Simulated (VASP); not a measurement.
Sb:

```
Sb
1.0
    -1.56596    1.56596    2.69374
     1.56596   -1.56596    2.69374
     1.56596    1.56596   -2.69374
Sb
1
Cartesian
  0.0000 0.0000 0.0000
```

This cell differs from its parent crystal: volume scaled by 0.98.

Base run:

```yaml
Program: VASP 6.6.1
Functional: PBEsol
Potentials_or_basis: VASP PAW PBE potentials, release 64 (Sb)
Cutoff: 520 eV
k_mesh: 12 × 12 × 12
Occupations: fermi-dirac, width 0.05 eV
Spin: no spin polarisation
```

Its results: pressure 0.1 GPa.

**Question.** After a change of settings the same cell gave: pressure 3.1 GPa. Which change was it?
A. functional from PBEsol to PBE
B. occupations from fermi-dirac, width 0.05 eV to gaussian, width 0.01 eV; dispersion from none to D4
C. functional from PBEsol to LDA; potentials or basis from VASP PAW PBE potentials, release 64 (Sb) to VASP PAW LDA potentials, release 64 (Sb)

**Answer.** A.

PBE binds less tightly than PBEsol, so the same cell stands under more pressure.

Caveats: the PAW data sets were made with another functional, which shifts forces and pressure a little (some runs).
